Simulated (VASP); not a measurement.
# Al2O (I4/mmm) in VASP: a series of runs, part 3 of 3

VASP 6.6.1. Earlier steps stand in the parts before.

## Step 6: Single point, PBE, collinear spin, ferromagnetic start

This run uses another cell than the first one, of 16.59 Å³/atom, 1.085 times its volume.

The input, INCAR:

```
PREC = Accurate ; ENCUT = 520
EDIFF = 1E-6 ; ISMEAR = 0
SIGMA = 0.1 ; LREAL = False
LASPH = True ; NELM = 150
ALGO = Normal ; ISIF = 2
LWAVE = False ; LCHARG = False
ISPIN = 2 ; MAGMOM = 0 0 1
LORBIT = 11 ; GGA = PE
NBANDS = 17
```

The input, KPOINTS:

```
Automatic mesh
0
Gamma
  6 6 6
```

The input, POSCAR:

```
Al2O
1.0
   -1.9406156900      1.9406156900      3.3037639300
    1.9406156900     -1.9406156900      3.3037639300
    1.9406156900      1.9406156900     -3.3037639300
Al O
2 1
Direct
    0.5000000000      0.0000000000      0.5000000000
    0.0000000000      0.5000000000      0.5000000000
    0.5000000000      0.5000000000      0.0000000000
```

Potentials or basis: VASP PAW PBE potentials, release 64 (Al, O).

Launch:

```console
$ cat potpaw_PBE.64/Al/POTCAR potpaw_PBE.64/O/POTCAR > POTCAR
$ mpirun -np 1 vasp_std > vasp.out
```

OUTCAR:

```text
PREC = Accurate
   ENCUT = 520
   EDIFF = 1E-6
   ISMEAR = 0
   LREAL = False
   LASPH = True
   NELM = 150
   ISIF = 2
   ISPIN = 2
   LORBIT = 11
   GGA = PE

 ion  position               nearest neighbor table
   1  0.500  0.000  0.500-   3 1.94   3 1.94   2 2.74   2 2.74   2 2.74   2 2.74   2 3.30   2 3.30

   2  0.000  0.500  0.500-   3 1.94   3 1.94   1 2.74   1 2.74   1 2.74   1 2.74   1 3.30   1 3.30

   3  0.500  0.500  0.000-   1 1.94   2 1.94   1 1.94   2 1.94

  LATTYP: Found a body centered tetragonal cell.
 ALAT       =     3.8812313800
 C/A-ratio  =     1.7024308043

  Lattice vectors:

 A1 = (  -1.9406156900,   1.9406156900,   3.3037639300)
 A2 = (   1.9406156900,  -1.9406156900,   3.3037639300)
 A3 = (   1.9406156900,   1.9406156900,  -3.3037639300)

Analysis of symmetry for initial positions (statically):
=====================================================================
 Subroutine PRICEL returns:
 Original cell was already a primitive cell.

 Routine SETGRP: Setting up the symmetry group for a
 body centered tetragonal supercell.

 Subroutine GETGRP returns: Found 16 space group operations
 (whereof 16 operations were pure point group operations)
 out of a pool of 16 trial point group operations.

The static configuration has the point symmetry D_4h.

Analysis of symmetry for dynamics (positions and initial velocities):
=====================================================================
 Subroutine PRICEL returns:
 Original cell was already a primitive cell.

 Routine SETGRP: Setting up the symmetry group for a
 body centered tetragonal supercell.

 Subroutine GETGRP returns: Found 16 space group operations
 (whereof 16 operations were pure point group operations)
 out of a pool of 16 trial point group operations.

The dynamic configuration has the point symmetry D_4h.

Analysis of structural, dynamic, and magnetic symmetry:
[... 156 lines left out ...]
  ---------------------------------------------------
  ext. energy  EPLUGINS =         0.00000000
  ---------------------------------------------------
  free energy    TOTEN  =       -13.99658125 eV

  energy without entropy =      -13.98981857  energy(sigma->0) =      -13.99319991

 E-fermi :   5.5789     XC(G=0):  -9.4197

 val. band max:        5.5650278467   @ k =   0.5000   0.5000   0.3333
 cond. band min:       5.5929158576   @ k =   0.3333   0.3333   0.1667
 fundamental gap:      0.0278880108
 Fermi energy:         5.5789467979

 spin component 1

 k-point     1 :       0.0000    0.0000    0.0000
  band No.  band energies     occupation
      1     -15.4328      1.00000
      2      -1.8295      1.00000
      3      -1.8295      1.00000
      4      -0.9908      1.00000
      5       0.4821      1.00000
      6       8.4999      0.00000
[... 459 lines left out ...]
      6       5.6948      0.05063
[... 9 lines left out ...]
     16      18.0938      0.00000
     17      18.7235      0.00000

 [... further k-points ...]

 spin component 2

 k-point     1 :       0.0000    0.0000    0.0000
  band No.  band energies     occupation
      1     -15.2548      1.00000
      2      -1.6993      1.00000
      3      -1.6993      1.00000
      4      -0.6504      1.00000
      5       0.6787      1.00000
      6       9.0763      0.00000
[... 459 lines left out ...]
      6       6.1722      0.00000
[... 9 lines left out ...]
     16      18.3359      0.00000
     17      19.0808      0.00000

 [... further k-points ...]
[... 5 lines left out ...]
  --------------------------------------------------------------------------------------
  -------------------------------------------------------------------------------------
  Total        0.8797131      0.8797131     -2.5583607      0.0000000      0.0000000      0.0000000
  in kB       28.3206735     28.3206735    -82.3615072      0.0000000      0.0000000      0.0000000
  external PRESSURE =      -8.5733867 kB  Pullay stress =       0.0000000 kB

 VOLUME and BASIS-vectors are now :
 -----------------------------------------------------------------------------
  energy-cutoff  :      520.00
  volume of cell :       49.77
      direct lattice vectors                 reciprocal lattice vectors
    -1.940615690  1.940615690  3.303763930     0.000000000  0.257650189  0.151342533
     1.940615690 -1.940615690  3.303763930     0.257650189  0.000000000  0.151342533
     1.940615690  1.940615690 -3.303763930     0.257650189  0.257650189  0.000000000

 POSITION                                       TOTAL-FORCE (eV/Angst)
 -----------------------------------------------------------------------------------
      0.00000      1.94062      0.00000         0.000000      0.000000     -0.000000
      1.94062      0.00000      0.00000         0.000000      0.000000     -0.000000
      0.00000      0.00000      3.30376        -0.000000     -0.000000      0.000000
 -----------------------------------------------------------------------------------
    total drift:                               -0.000000      0.000000     -0.000000

  FREE ENERGIE OF THE ION-ELECTRON SYSTEM (eV)
  ---------------------------------------------------
  free  energy   TOTEN  =       -13.9965812456 eV

  energy  without entropy=      -13.9898185731  energy(sigma->0) =      -13.99319991

 total charge

# of ion       s       p       d       tot
------------------------------------------
    1        0.407   0.296   0.000   0.703
    2        0.407   0.296   0.000   0.703
    3        1.593   3.507   0.000   5.100
--------------------------------------------------
tot          2.407   4.100   0.000   6.506

 magnetization (x)

# of ion       s       p       d       tot
------------------------------------------
    1        0.025   0.027   0.000   0.051
    2        0.025   0.027   0.000   0.051
    3        0.000   0.108   0.000   0.108
--------------------------------------------------
tot          0.050   0.161   0.000   0.211
```

Wall time 55 s (1 thread of Intel Xeon Platinum 8375C at 2.90GHz (Ice Lake), shared host); peak memory 0.21 GiB.

What came out:

- Free energy: -13.9966 eV
- Pressure: -0.9 GPa
- Net moment: 0.61 μB per cell
- Site moments: Al +0.05; O +0.11 μB
- Valence electrons inside the program's atomic spheres: Al 0.70; O 5.10

Levels at points of the mesh, in eV from the Fermi level:
Spin up:
| k point | band 4 | band 5 | band 6 | band 7 | band 8 | band 9 |
| --- | --- | --- | --- | --- | --- | --- |
| (0.00, 0.00, 0.00) | -6.57 | -5.10 | 2.92 | 3.22 | 4.60 | 4.66 |
| (0.50, 0.00, 0.00) | -5.55 | -3.02 | -1.76 | 1.77 | 2.10 | 2.38 |
| (0.50, 0.50, 0.00) | -5.31 | -3.27 | -0.69 | -0.40 | 2.42 | 3.90 |
| (0.50, 0.50, 0.50) | -6.85 | -4.35 | -0.42 | -0.15 | 3.40 | 3.40 |
Spin down:
| k point | band 4 | band 5 | band 6 | band 7 | band 8 | band 9 |
| --- | --- | --- | --- | --- | --- | --- |
| (0.00, 0.00, 0.00) | -6.23 | -4.90 | 3.50 | 3.75 | 4.81 | 4.81 |
| (0.50, 0.00, 0.00) | -5.34 | -2.57 | -1.53 | 2.09 | 2.25 | 2.95 |
| (0.50, 0.50, 0.00) | -5.11 | -3.15 | -0.02 | 0.09 | 2.67 | 4.26 |
| (0.50, 0.50, 0.50) | -6.54 | -4.21 | 0.09 | 0.43 | 3.65 | 3.65 |

Caveat: the k points lie up to 0.38 Å⁻¹ apart.

## Step 7: Summary

```tsv
task	spin	cell	cutoff (eV)	gap on the mesh (eV)	pressure (GPa)	moment (μB)
single point	off	a = 4.041 Å, angles 121.1, 121.1, 88.1°, 3 atoms	520	none	-0.3	-
single point	off	a = 4.295 Å, angles 126.3, 126.3, 79.4°, 3 atoms	520	none	-1.3	-
relaxation of cell and atoms	off	relaxed from a = 4.295 Å, angles 126.3, 126.3, 79.4°, 3 atoms	600	none	0.0	-
single point	collinear, ferromagnetic start	a = 4.041 Å, angles 121.1, 121.1, 88.1°, 3 atoms	520	none	-0.3	0.00
single point	collinear, ferromagnetic start	a = 4.295 Å, angles 126.3, 126.3, 79.4°, 3 atoms	520	none	-0.9	0.61
```

Alike in all rows: level PBE; potentials or basis VASP PAW PBE potentials, release 64 (Al, O); k mesh 6 × 6 × 6; smearing gaussian 0.1 eV.

Caveats: all runs use coarse meshes.

Absolute energies hang on the potentials; compare differences alone.
